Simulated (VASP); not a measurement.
SrO:

```
CELL_PARAMETERS angstrom
0.00000 2.53162 2.53162
2.53162 0.00000 2.53162
2.53162 2.53162 0.00000
ATOMIC_POSITIONS crystal
Sr 0.50000 0.50000 0.50000
O 0.00000 0.00000 0.00000
```

Base run:

| Quantity | Value |
| --- | --- |
| Program | VASP 6.6.1 |
| Functional | RPBE |
| Potentials or basis | VASP PAW PBE potentials, release 64 (Sr_sv, O) |
| Cutoff | 520 eV |
| k mesh | 9 × 9 × 9 |
| Occupations | fermi-dirac, width 0.05 eV |
| Spin | no spin polarisation |

Its results: band gap on the k mesh 3.41 eV, indirect (least direct gap 3.47 eV); pressure 11.7 GPa.

Question: After a change of settings the same cell gave: band gap on the k mesh 3.42 eV, indirect (least direct gap 3.48 eV); pressure 8.1 GPa. Which change was it?
A. functional from RPBE to LDA; potentials or basis from VASP PAW PBE potentials, release 64 (Sr_sv, O) to VASP PAW LDA potentials, release 64 (Sr_sv, O)
B. functional from RPBE to BLYP; dispersion from none to D4
C. functional from RPBE to PBEsol
D. functional from RPBE to r2SCAN; further incar settings from ALGO = Normal; EDIFF = 1e-06; NBANDS = 15 to ALGO = Normal; EDIFF = 1e-07; NBANDS = 15

Answer: B.

Caveats: the PAW data sets were made with another functional, which shifts forces and pressure a little.
